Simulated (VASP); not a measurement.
# CoO (I4/mmm) in VASP: a series of runs

CoO is run at these levels: PBEsol; tasks: single point.

Everything below comes from runs of VASP 6.6.1. Logs are shortened: lines on timing, memory, paths and dates and some standing lists are left out, and cuts for length are marked.

## 1. The cell of the first run

Symmetry: I4/mmm, No. 139, tetragonal system. Conventional cell: a = 2.954 Å, b = 2.954 Å, c = 4.263 Å, α = 90.00°, β = 90.00°, γ = 90.00°. Co (site symmetry 4/mmm) has 6 O at 2.09 to 2.13 Å within 2.8 Å. Within 2.8 Å of O (site symmetry 4/mmm) lie 6 Co at 2.09 to 2.13 Å.

## 2. Single point, PBEsol, collinear spin, ferromagnetic start (equal xx and yy strain of -2 %)

INCAR reads:

```
SYSTEM = CoO
PREC = Accurate ; ENCUT = 520
EDIFF = 1E-6 ; ISMEAR = -1
SIGMA = 0.05 ; LREAL = .False.
LASPH = .True. ; NELM = 150
ALGO = Normal ; ISIF = 2
LWAVE = .False. ; LCHARG = .False.
ISPIN = 2 ; MAGMOM = 2 0
LORBIT = 11 ; LMAXMIX = 4
GGA = PS ; NBANDS = 18
```

KPOINTS reads:

```
Automatic mesh
0
Gamma
  16 16 16
  0 0 0
```

POSCAR reads:

```
CoO
1.0
    0.0000000000      2.0888700000      2.1315000000
    2.0888700000      0.0000000000      2.1315000000
    2.0888700000      2.0888700000      0.0000000000
Co O
1 1
Direct
    0.0000000000      0.0000000000      0.0000000000
    0.5000000000      0.5000000000      0.5000000000
```

Potentials or basis: VASP PAW PBE potentials, release 64 (Co, O).

On the command line:

```
$ cat potpaw_PBE.64/Co/POTCAR potpaw_PBE.64/O/POTCAR > POTCAR
$ mpirun -np 1 vasp_std > vasp.out
```

OUTCAR:

```text
SYSTEM = CoO
   PREC = Accurate
   ENCUT = 520
   EDIFF = 1E-6
   ISMEAR = -1
   LREAL = .False.
   LASPH = .True.
   NELM = 150
   ISIF = 2
   ISPIN = 2
   LORBIT = 11
   GGA = PS

 ion  position               nearest neighbor table
   1  0.000  0.000  0.000-   2 2.09   2 2.09   2 2.09   2 2.09   2 2.13   2 2.13
   2  0.500  0.500  0.500-   1 2.09   1 2.09   1 2.09   1 2.09   1 2.13   1 2.13

  LATTYP: Found a body centered tetragonal cell.
 ALAT       =     2.9541082840
 C/A-ratio  =     1.4430750636

  Lattice vectors:

 A1 = (  -2.0888700000,   0.0000000000,   2.1315000000)
 A2 = (   2.0888700000,   0.0000000000,   2.1315000000)
 A3 = (   0.0000000000,   2.0888700000,  -2.1315000000)

Analysis of symmetry for initial positions (statically):
=====================================================================
 Subroutine PRICEL returns:
 Original cell was already a primitive cell.

 Routine SETGRP: Setting up the symmetry group for a
 body centered tetragonal supercell.

 Subroutine GETGRP returns: Found 16 space group operations
 (whereof 16 operations were pure point group operations)
 out of a pool of 16 trial point group operations.

The static configuration has the point symmetry D_4h.

Analysis of symmetry for dynamics (positions and initial velocities):
=====================================================================
 Subroutine PRICEL returns:
 Original cell was already a primitive cell.

 Routine SETGRP: Setting up the symmetry group for a
 body centered tetragonal supercell.

 Subroutine GETGRP returns: Found 16 space group operations
 (whereof 16 operations were pure point group operations)
 out of a pool of 16 trial point group operations.

The dynamic configuration has the point symmetry D_4h.

Analysis of structural, dynamic, and magnetic symmetry:
=====================================================================
 Subroutine PRICEL returns:
 Original cell was already a primitive cell.

 Routine SETGRP: Setting up the symmetry group for a
 body centered tetragonal supercell.

 Subroutine GETGRP returns: Found 16 space group operations
 (whereof 16 operations were pure point group operations)
 out of a pool of 16 trial point group operations.

The overall configuration has the point symmetry D_4h.

 Subroutine INISYM returns: Found 16 space group operations
 (whereof 16 operations are pure point group operations),
 and found     1 'primitive' translations

----------------------------------------------------------------------------------------

                                     Primitive cell

  volume of cell :      18.6011

  direct lattice vectors                    reciprocal lattice vectors
     0.000000000  2.088870000  2.131500000    -0.239363867  0.239363867  0.234576589
     2.088870000  0.000000000  2.131500000     0.239363867 -0.239363867  0.234576589
     2.088870000  2.088870000  0.000000000     0.239363867  0.239363867 -0.234576589

  length of vectors
     2.984404484  2.984404484  2.954108284     0.411844992  0.411844992  0.411844992

  position of ions in fractional coordinates (direct lattice)
     0.000000000  0.000000000  0.000000000
     0.500000000  0.500000000  0.500000000

  ion indices of the primitive-cell ions
   primitive index   ion index
                 1           1
                 2           2

----------------------------------------------------------------------------------------

 KPOINTS: Automatic mesh

Automatic generation of k-mesh.
 Grid dimensions read from file:
 generate k-points for:   16   16   16

 Generating k-lattice:

  Cartesian coordinates                     Fractional coordinates (reciprocal lattice)
    -0.014960242  0.014960242  0.014661037     0.062500000  0.000000000  0.000000000
     0.014960242 -0.014960242  0.014661037     0.000000000  0.062500000  0.000000000
     0.014960242  0.014960242 -0.014661037     0.000000000  0.000000000  0.062500000

  Length of vectors
     0.025740312  0.025740312  0.025740312

  Shift w.r.t. Gamma in fractional coordinates (k-lattice)
     0.000000000  0.000000000  0.000000000

 Subroutine IBZKPT returns following result:
 ===========================================

 Found    349 irreducible k-points:

 Following reciprocal coordinates:
            Coordinates               Weight
  0.000000  0.000000  0.000000      1.000000
  0.062500 -0.000000  0.000000      8.000000
  0.125000 -0.000000  0.000000      8.000000
  0.187500 -0.000000  0.000000      8.000000
  0.250000 -0.000000  0.000000      8.000000
  0.312500 -0.000000  0.000000      8.000000
[... 16 lines left out ...]
 -0.125000  0.062500  0.000000      8.000000
 -0.062500  0.062500  0.000000      4.000000
 [... further k-points ...]
   k-points           NKPTS =    349   k-points in BZ     NKDIM =    349   number of bands    NBANDS=     18
   number of dos      NEDOS =    301   number of ions     NIONS =      2
   total plane-waves  NPLWV =  13824
   dimension x,y,z NGX =    24 NGY =   24 NGZ =   24
   dimension x,y,z NGXF=    48 NGYF=   48 NGZF=   48
   ions per type =               1   1
   NGX,Y,Z   is equivalent  to a cutoff of  13.37, 13.37, 13.51 a.u.
   NGXF,Y,Z  is equivalent  to a cutoff of  26.74, 26.74, 27.01 a.u.
 SYSTEM =  CoO
   PREC   = accura    normal or accurate (medium, high low for compatibility)
   ISTART =      0    job   : 0-new  1-cont  2-samecut
   ICHARG =      2    charge: 1-file 2-atom 10-const
   ISPIN  =      2    spin polarized calculation?
   LNONCOLLINEAR =      F non collinear calculations
   LSORBIT =      F    spin-orbit coupling
   LASPH  =      T    aspherical Exc in radial PAW
   ENCUT  =  520.0 eV  38.22 Ry    6.18 a.u.   5.55  5.55  5.49*2*pi/ulx,y,z
   NELM   =    150;   NELMIN=  2; NELMDL= -5     # of ELM steps
   EDIFF  = 0.1E-05   stopping-criterion for ELM
   LREAL  =      F    real-space projection
   EDIFFG = 0.1E-04   stopping-criterion for IOM
   NSW    =      0    number of steps for IOM
   IBRION =     -1    ionic relax: 0-MD 1-quasi-New 2-CG
   NFREE  =      0    steps in history (QN), initial steepest desc. (CG)
   ISIF   =      2    stress and relaxation
   ISYM   =      2    0-nonsym 1-usesym 2-fastsym
   POTIM  = 0.5000    time-step for ionic-motion
   TEBEG  =    0.0;   TEEND  =   0.0 temperature during run
   PSTRESS=    0.0 pullay stress
   NELECT =      15.0000    total number of electrons
   NUPDOWN=      -1.0000    fix difference up-down
   EMIN   =  10.00;   EMAX   =-10.00  energy-range for DOS
   EFERMI =   0.00;   METHOD = LEGACY
   ISMEAR =    -1;   SIGMA  =   0.05  broadening in eV -4-tet -1-fermi 0-gaus
   EFERMI_NEDOS =   21; number of points for ismear=-14 and -15
   IALGO  =     38    algorithm
   IMIX   =      4    mixing-type and parameters
     AMIX     =   0.40;   BMIX     =  1.00
     AMIX_MAG =   1.60;   BMIX_MAG =  1.00
  volume/ion in A,a.u.               =       9.30        62.76
  Fermi-wavevector in a.u.,A,eV,Ry     =   1.523793  2.879551 31.591965  2.321944
  Thomas-Fermi vector in A             =   2.632188
   LORBIT       =     11    0 simple, 1 ext, 2 COOP (PROOUT), +10 PAW based schemes
   GGA     = PS    functional components
   LHFCALC =     F    Hartree Fock is set to
   AEXX    =    0.0000 exact exchange contribution
   IVDW    =     0    specifies the selected vdW correction
   LEPSILON=     F    determine dielectric tensor
   LRPA    =     F    only Hartree local field effects (RPA)
 spin polarized calculation
  energy-cutoff  :      520.00
  volume of cell :       18.60
 maximum number of plane-waves:       532
 NGX is ok and might be reduce to    24
   NGX = 11   NGY = 11   NGZ = 11

 number of electron      14.9999999 magnetization       2.8162072

 Free energy of the ion-electron system (eV)
  ---------------------------------------------------
  ext. energy  EPLUGINS =         0.00000000
  ---------------------------------------------------
  free energy    TOTEN  =       -13.99602917 eV

  energy without entropy =      -13.96228584  energy(sigma->0) =      -13.97915750

 E-fermi :   8.3720     XC(G=0): -12.8815

 val. band max:        8.3717493743   @ k =  -0.2500   0.2500   0.1875
 cond. band min:       8.3739359739   @ k =   0.5000   0.2500   0.1875
 fundamental gap:      0.0021865996
 Fermi energy:         8.3720182444

 spin component 1

 k-point     1 :       0.0000    0.0000    0.0000
  band No.  band energies     occupation
      1     -12.2278      1.00000
      2       4.9485      1.00000
      3       4.9485      1.00000
      4       5.0045      1.00000
      5       5.0972      1.00000
      6       5.1144      1.00000
[... 10 lines left out ...]
     17      30.5919      0.00000
     18      33.1638      0.00000
[... 463 lines left out ...]
 k-point    24 :      -0.0625    0.0625    0.0000
  band No.  band energies     occupation
      1     -12.1084      1.00000
      2       3.7998      1.00000
      3       3.9062      1.00000
      4       4.4529      1.00000
      5       5.1988      1.00000
      6       5.3191      1.00000
[... 10 lines left out ...]
     17      31.5625      0.00000
     18      34.1448      0.00000

 [... further k-points ...]

 spin component 2

 k-point     1 :       0.0000    0.0000    0.0000
  band No.  band energies     occupation
      1     -11.7281      1.00000
      2       5.5038      1.00000
      3       5.5038      1.00000
      4       5.5980      1.00000
      5       7.1104      1.00000
      6       7.2122      1.00000
[... 10 lines left out ...]
     17      31.5184      0.00000
     18      33.9931      0.00000
[... 463 lines left out ...]
 k-point    24 :      -0.0625    0.0625    0.0000
  band No.  band energies     occupation
      1     -11.6060      1.00000
      2       4.5965      1.00000
      3       5.0593      1.00000
      4       5.2838      1.00000
      5       7.2708      1.00000
      6       7.3831      1.00000
[... 10 lines left out ...]
     17      32.3552      0.00000
     18      34.9911      0.00000

 [... further k-points ...]

------------------------ aborting loop because EDIFF is reached ----------------------------------------

  FORCE on cell =-STRESS in cart. coord.  units (eV):
  Direction    XX          YY          ZZ          XY          YZ          ZX
  --------------------------------------------------------------------------------------
  -------------------------------------------------------------------------------------
  Total       -0.5804670     -0.5804670     -0.6248894      0.0000000     -0.0000000     -0.0000000
  in kB      -49.9976911    -49.9976911    -53.8239556      0.0000000     -0.0000000     -0.0000000
  external PRESSURE =     -51.2731126 kB  Pullay stress =       0.0000000 kB

 VOLUME and BASIS-vectors are now :
 -----------------------------------------------------------------------------
  energy-cutoff  :      520.00
  volume of cell :       18.60
      direct lattice vectors                 reciprocal lattice vectors
     0.000000000  2.088870000  2.131500000    -0.239363867  0.239363867  0.234576589
     2.088870000  0.000000000  2.131500000     0.239363867 -0.239363867  0.234576589
     2.088870000  2.088870000  0.000000000     0.239363867  0.239363867 -0.234576589

 POSITION                                       TOTAL-FORCE (eV/Angst)
 -----------------------------------------------------------------------------------
      0.00000      0.00000      0.00000         0.000000      0.000000      0.000000
      2.08887      2.08887      2.13150        -0.000000     -0.000000     -0.000000
 -----------------------------------------------------------------------------------
    total drift:                                0.000000     -0.000000     -0.000000

  FREE ENERGIE OF THE ION-ELECTRON SYSTEM (eV)
  ---------------------------------------------------
  free  energy   TOTEN  =       -13.9960291661 eV

  energy  without entropy=      -13.9622858411  energy(sigma->0) =      -13.97915750

 total charge

# of ion       s       p       d       tot
------------------------------------------
    1        0.308   0.387   7.181   7.876
    2        1.551   3.415   0.000   4.966
--------------------------------------------------
tot          1.859   3.802   7.181  12.842

 magnetization (x)

# of ion       s       p       d       tot
------------------------------------------
    1        0.020   0.018   2.439   2.478
    2        0.030   0.259   0.000   0.289
--------------------------------------------------
tot          0.050   0.277   2.439   2.767
```

Run time: 6.8 min. Hardware: 1 thread of Intel Xeon 8259CL, shared host; peak memory 0.27 GiB.

What came out:

| Property | Result |
| --- | --- |
| Free energy | -13.9960 eV |
| Pressure | -5.1 GPa |
| Net moment | 2.82 μB per cell |
| Site moments | Co +2.48; O +0.29 μB |
| Valence electrons inside the program's atomic spheres | Co 7.88; O 4.97 |

Caveat: the cell differs from its parent crystal (equal xx and yy strain of -2 %); the cell stands under tension; the PAW data sets were made with another functional, which shifts forces and pressure a little; a cell with one magnetic atom can't hold antiferromagnetic order, which such compounds often take; semilocal functionals often make such compounds metallic where correlation or magnetic order opens a gap, which also shifts bond lengths.

## 3. Single point, PBEsol, collinear spin, ferromagnetic start (equal xx and yy strain of +1 %)

INCAR reads:

```
SYSTEM = CoO
PREC = Accurate
ENCUT = 520
EDIFF = 1E-6
ISMEAR = -1
SIGMA = 0.05
LREAL = .False.
LASPH = .True.
NELM = 150
ALGO = Normal
ISIF = 2
LWAVE = .False.
LCHARG = .True.
ISPIN = 2
MAGMOM = 2 0
LORBIT = 11
LMAXMIX = 4
GGA = PS
LELF = .True.
LVHAR = .True.
NBANDS = 18
```

KPOINTS is that of step 2.

POSCAR reads:

```
CoO
1.0
    0.0000000000      2.1528150000      2.1315000000
    2.1528150000      0.0000000000      2.1315000000
    2.1528150000      2.1528150000      0.0000000000
Co O
1 1
Direct
    0.0000000000      0.0000000000      0.0000000000
    0.5000000000      0.5000000000      0.5000000000
```

Potentials or basis: VASP PAW PBE potentials, release 64 (Co, O).

On the command line:

```
$ cat potpaw_PBE.64/Co/POTCAR potpaw_PBE.64/O/POTCAR > POTCAR
$ mpirun -np 1 vasp_std > vasp.out
```

Run time: 6.7 min. Hardware: 1 thread of Intel Xeon 8259CL, shared host; peak memory 0.27 GiB.

It converged, with:

| Quantity | Value |
| --- | --- |
| Free energy | -13.9276 eV |
| Pressure | -14.4 GPa |
| Band gap on the k mesh | zero (filled and empty bands overlap) |
| Net moment | 2.97 μB per cell |
| Site moments | Co +2.59; O +0.32 μB |
| Valence electrons inside the program's atomic spheres | Co 7.76; O 4.94 |

Stress tensor (GPa, compression positive):
```
-14.49   0.00   0.00
  0.00 -14.49   0.00
  0.00   0.00 -14.34
```

Levels at points of the mesh, in eV from the Fermi level:
Spin up:
| k point | band 5 | band 6 | band 7 | band 8 | band 9 | band 10 | band 11 | band 12 | band 13 | band 14 |
| --- | --- | --- | --- | --- | --- | --- | --- | --- | --- | --- |
| (0.00, 0.00, 0.00) | -3.15 | -3.15 | -3.12 | -3.12 | -3.07 | 0.73 | 16.50 | 17.73 | 17.73 | 17.76 |
| (0.50, 0.00, 0.00) | -2.44 | -2.42 | -1.89 | -0.02 | 0.04 | 4.81 | 8.98 | 12.96 | 13.19 | 19.94 |
| (0.50, 0.50, 0.00) | -3.92 | -2.93 | -2.47 | -2.17 | -2.17 | 5.54 | 9.58 | 11.28 | 15.22 | 15.22 |
| (0.50, 0.00, 0.50) | -3.97 | -2.95 | -2.47 | -2.16 | -2.13 | 5.54 | 9.45 | 11.39 | 15.26 | 15.42 |
Spin down:
```
           k point  band 2  band 3  band 4  band 5  band 6  band 7  band 8  band 9  band 10  band 11
(0.00, 0.00, 0.00)   -2.53   -2.49   -2.49   -1.07   -1.07   -1.03   -0.11   -0.10     1.29    16.44
(0.50, 0.00, 0.00)   -7.48   -4.57   -4.55   -0.12   -0.10    0.19    2.48    2.54     5.12     9.81
(0.50, 0.50, 0.00)   -6.30   -3.77   -3.77   -2.17    0.15    0.15    0.37    0.78     6.39    10.08
(0.50, 0.00, 0.50)   -6.31   -3.78   -3.70   -2.16    0.13    0.16    0.34    0.79     6.38     9.97
```

Caveat: the cell differs from its parent crystal (equal xx and yy strain of +1 %); the cell stands under tension; the PAW data sets were made with another functional, which shifts forces and pressure a little; a cell with one magnetic atom can't hold antiferromagnetic order, which such compounds often take; semilocal functionals often make such compounds metallic where correlation or magnetic order opens a gap, which also shifts bond lengths.

[end of part 1 of 2]
